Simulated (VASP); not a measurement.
LiGe6As8: relaxation of cell and atoms with PBE

The system is LiGe6As8.

```
CELL_PARAMETERS angstrom
0.00000 5.98427 5.98427
5.98427 0.00000 5.98427
5.98427 5.98427 0.00000
ATOMIC_POSITIONS crystal
Li 0.50000 0.50000 0.50000
Ge 0.50000 0.00000 0.50000
Ge 0.50000 0.00000 0.00000
Ge 0.00000 0.00000 0.50000
Ge 0.00000 0.50000 0.00000
Ge 0.00000 0.50000 0.50000
Ge 0.50000 0.50000 0.00000
As 0.88548 0.34355 0.88548
As 0.11452 0.11452 0.11452
As 0.88548 0.88548 0.88548
As 0.65645 0.11452 0.11452
As 0.88548 0.88548 0.34355
As 0.34355 0.88548 0.88548
As 0.11452 0.11452 0.65645
As 0.11452 0.65645 0.11452
```

- Program: VASP 6.6.1
- Task: relaxation of cell and atoms
- Functional: PBE
- Potentials or basis: VASP PAW PBE potentials, release 64 (Li_sv, Ge_d, As)
- Cutoff: 600 eV
- k mesh: 6 × 6 × 6
- Occupations: gaussian, width 0.1 eV
- Spin: no spin polarisation
- Dipole correction: no
- Further INCAR settings: LREAL = Auto; ALGO = Normal; EDIFF = 1e-06; IBRION = 2; EDIFFG = -0.01; NSW = 100; ISIF = 3

```
Energy gained by relaxing    : 0.0 meV/atom
Ionic steps                  : 2
Pressure after relaxing      : 0.0 GPa
Largest force after relaxing : 0.010 eV/Å
```

Forces in eV/Å, atoms in the order of the input:
```
Li   0.000  0.000  0.000
Ge   0.000  0.000  0.000
Ge   0.000  0.000  0.000
Ge   0.000  0.000  0.000
Ge   0.000  0.000  0.000
Ge   0.000  0.000  0.000
Ge   0.000  0.000  0.000
As   0.006 -0.006  0.006
As   0.006  0.006  0.006
As  -0.006 -0.006 -0.006
As   0.006 -0.006 -0.006
As   0.006  0.006 -0.006
As  -0.006  0.006  0.006
As  -0.006 -0.006  0.006
As  -0.006  0.006 -0.006
```

Final structure:
```
Li Ge As
1.0
     0.00000    5.98417    5.98417
     5.98417    0.00000    5.98417
     5.98417    5.98417    0.00000
Li Ge As
1 6 8
Direct
  0.50000 0.50000 0.50000
  0.50000 0.00000 0.50000
  0.50000 0.00000 0.00000
  0.00000 0.00000 0.50000
  0.00000 0.50000 0.00000
  0.00000 0.50000 0.50000
  0.50000 0.50000 0.00000
  0.88545 0.34364 0.88545
  0.11455 0.11455 0.11455
  0.88545 0.88545 0.88545
  0.65636 0.11455 0.11455
  0.88545 0.88545 0.34364
  0.34364 0.88545 0.88545
  0.11455 0.11455 0.65636
  0.11455 0.65636 0.11455
```

Levels at points of the mesh, in eV from the Fermi level:
| k point | band 59 | band 60 | band 61 | band 62 | band 63 | band 64 | band 65 | band 66 | band 67 | band 68 |
| --- | --- | --- | --- | --- | --- | --- | --- | --- | --- | --- |
| (0.00, 0.00, 0.00) | -1.64 | -1.50 | -0.82 | -0.74 | -0.74 | 0.21 | 0.21 | 0.21 | 0.82 | 0.82 |
| (0.50, 0.00, 0.00) | -1.46 | -1.17 | -0.23 | 0.18 | 0.18 | 0.26 | 0.26 | 0.56 | 0.56 | 0.67 |
| (0.50, 0.50, 0.00) | -1.11 | -0.90 | -0.90 | -0.58 | -0.55 | -0.55 | -0.11 | -0.11 | 0.66 | 1.23 |

Wall time 24 min on 1 thread of Intel(R) Xeon(R) Platinum 8375C CPU @ 2.90GHz (Ice Lake), with other jobs on the host, peak memory 0.95 GiB.

Caveat: the cutoff is under 1.25 times the usual one of these potentials, so pressure, stress and relaxed cells hold a basis-set (Pulay) error.
